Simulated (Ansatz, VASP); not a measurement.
## SnSe in VASP and in Ansatz

INCAR

```
ALGO     = Normal         # electronic algorithm
EDIFF    = 1E-7           # SCF threshold, eV
ENCUT    = 520            # plane-wave cutoff, eV
GGA      = PE             # functional
GGA_COMPAT= False        
ISIF     = 2              # what is computed and relaxed
ISMEAR   = 0              # smearing method
LASPH    = True           # aspherical terms in the spheres
LCHARG   = False          # write CHGCAR
LORBIT   = 11             # projections on sites
LORBMOM  = True         
LREAL    = False          # projectors in reciprocal space
LSORBIT  = True           # spin-orbit coupling
LWAVE    = False          # write WAVECAR
MAGMOM   = 0 0 0 0 0 0    # initial moments
NBANDS   = 32             # bands
NELM     = 150            # most SCF steps
PREC     = Accurate       # precision mode
SIGMA    = 0.05           # smearing width, eV
```

File KPOINTS:

```
k-points
0
Gamma
  6 6 6
```

Contents of POSCAR:

```
SnSe
1.0
    0.0000000000      2.9693193012      2.9693193012
    2.9693193012      0.0000000000      2.9693193012
    2.9693193012      2.9693193012      0.0000000000
Sn Se
1 1
Direct
    0.0000000000      0.0000000000      0.0000000000
    0.5000000000      0.5000000000      0.5000000000
```

Input for Ansatz:

```yaml
crystal:
  lattice:
    - [0.0, 2.9693193012, 2.9693193012]
    - [2.9693193012, 0.0, 2.9693193012]
    - [2.9693193012, 2.9693193012, 0.0]
  atoms:
    - { symbol: Sn, position: [0.0, 0.0, 0.0] }
    - { symbol: Se, position: [0.5, 0.5, 0.5] }
basis:
  ecutwfc: 420
  ecutrho_ratio: 4
kpoints:
  mp_grid: { grid: [6, 6, 6] }
hamiltonian:
  xc: pbe
scf:
  occupations: { method: gaussian, width: 0.05 }
output:
  forces: true
  stress: true
  eigenvalues: true
  populations: true
  topological_invariants: true
magnetization:
  noncollinear: true
  spin_orbit: true
```

Alike in both runs: task single point; functional PBE; k mesh 6 × 6 × 6; occupations gaussian, width 0.05 eV; non-collinear spin, spin-orbit coupling.

```csv
,VASP,Ansatz
version,VASP 6.6.1,Ansatz 0.2.0
potentials or method,"VASP PAW PBE potentials, release 64 (Sn_d, Se), cutoff 520 eV","plane waves, PAW"
valence electrons in the cell,20,30
```

|  | VASP | Ansatz | Ansatz less VASP |
| --- | --- | --- | --- |
| pressure (GPa) | 2.9 | 2.9 | -0.02 |
| net moment per atom (μB) | 0.00 | 0.00 | 0.000 |

With one functional, cell and mesh, what is left measures potentials, basis and numerics. VASP's potentials hold 20 valence electrons a cell and Ansatz's 30, so a difference there can come from the potentials and not from the codes.
